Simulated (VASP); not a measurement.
Wanted: the native input for a VASP 6.6.1 run.

| Quantity | Value |
| --- | --- |
| Task | single point |
| Functional | PBEsol |
| Potentials or basis | VASP PAW PBE potentials, release 64 (Y_sv) |
| Cutoff | 500 eV |
| k mesh | 8 × 8 × 8 |
| Occupations | fermi-dirac, width 0.1 eV |
| Spin | no spin polarisation |
| Dipole correction | no |
| Further INCAR settings | ALGO = Normal; EDIFF = 1e-06; NBANDS = 12 |

The structure of Y lies in POSCAR:

```
Y
1.0
    0.0000000000      2.4900306222      2.4900306222
    2.4900306222      0.0000000000      2.4900306222
    2.4900306222      2.4900306222      0.0000000000
Y
1
Direct
    0.0000000000      0.0000000000      0.0000000000
```

This isn't the form of Y at room conditions, which is hcp.

The input as run:

INCAR

```
ALGO = Normal
EDIFF = 1E-6
ENCUT = 500
GGA = PS
GGA_COMPAT = F
ISIF = 2
ISMEAR = -1
LASPH = T
LCHARG = F
LREAL = F
LWAVE = F
NBANDS = 12
NELM = 120
PREC = Accurate
SIGMA = 0.1
```

KPOINTS

```
k-points
0
Gamma
  8 8 8
```

Potentials or basis: VASP PAW PBE potentials, release 64 (Y_sv).

Run with:

```bash
$ cat potpaw_PBE.64/Y_sv/POTCAR > POTCAR
$ mpirun -np 1 vasp_std > vasp.out
```

It gave:

```yaml
Pressure: -0.1 GPa
Band_gap_on_the_k_mesh: zero (an odd number of electrons rules out a gap without spin polarisation)
```

Caveat: the PAW data sets were made with another functional, which shifts forces and pressure a little.

Wall time 8.8 s on 1 thread of Intel(R) Xeon(R) 6975P-C (Granite Rapids), on a shared host, peak memory 0.17 GiB.
